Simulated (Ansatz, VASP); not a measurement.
## One calculation of BAs, two programs

Contents of POSCAR:

```
BAs
1.0
    2.1275493300      0.0000000000      0.0000000000
    0.0000000000      3.1740629400      0.0000000000
    0.0000000000      0.0000000000      4.9509801800
B As
1 1
Direct
    0.0000000000      0.5000000000      0.0000000000
    0.5000000000      0.5000000000      0.5000000000
```

The input INCAR.step1:

```
SYSTEM = BAs
ALGO = Normal
EDIFF = 1E-5
ENCUT = 520
GGA = PE
ISIF = 2
ISMEAR = -1
LASPH = .TRUE.
LCHARG = .FALSE.
LREAL = .FALSE.
LWAVE = .TRUE.
NBANDS = 11
NELM = 60
PREC = Accurate
SIGMA = 0.05
```

INCAR.step2

```
SYSTEM = BAs
AEXX = 0.1
ALGO = Normal
EDIFF = 1E-6
ENCUT = 520
ISIF = 2
ISMEAR = -1
ISTART = 1
LASPH = .TRUE.
LCHARG = .FALSE.
LHFCALC = .TRUE.
LMIXTAU = .TRUE.
LREAL = .FALSE.
LWAVE = .FALSE.
METAGGA = R2SCAN
NBANDS = 11
NELM = 60
PREC = Accurate
PRECFOCK = Normal
SIGMA = 0.05
```

The input KPOINTS:

```
k-points
0
G
  6 4 3
  0 0 0
```

The input input:

```
crystal:
  lattice:
    - [2.12754933, 0.0, 0.0]
    - [0.0, 3.17406294, 0.0]
    - [0.0, 0.0, 4.95098018]
  atoms:
    - { symbol: B, position: [0.0, 0.5, 0.0] }
    - { symbol: As, position: [0.5, 0.5, 0.5] }
hamiltonian:
  xc: r2scanh
  pseudopotentials: { kind: paw }
kpoints:
  mp_grid: { grid: [6, 4, 3] }
scf:
  occupations: { method: fermi_dirac, width: 0.05 }
output:
  forces: true
  stress: true
  eigenvalues: true
  write_density: true
  write_potential: true
  elf: true
  volumetric_format: npy
```

Alike in both runs: task single point; functional r2SCANh; k mesh 6 × 4 × 3; occupations fermi-dirac, width 0.05 eV; no spin polarisation.

```csv
,VASP,Ansatz
version,VASP 6.6.1,Ansatz 0.2.0
potentials or method,"VASP PAW PBE potentials, release 64 (B, As)",Ansatz PAW
plane-wave cutoff (eV),520,500
valence electrons in the cell,8,18
```

VASP gave:

```
gap on the k mesh at the Fermi level (eV)                     : none
pressure (GPa)                                                : 6.4
traceless stress, the component that is largest in VASP (GPa) : 27.34
```

**Question.** Which values does Ansatz return?

**Answer.** gap on the k mesh at the Fermi level (eV): none; pressure (GPa): 6.5; traceless stress, the component that is largest in VASP (GPa): 27.43.

VASP's potentials were made for PBE, not for r2SCANh. A gap of «none» marks a metal or a gap that the smearing closes. The functional is the same, so the differences come from potentials, cutoffs and numerics. VASP's potentials hold 8 valence electrons a cell and Ansatz's 18, so a difference there can come from the potentials and not from the codes.

The k mesh is coarse, so the values compare programs but aren't converged.
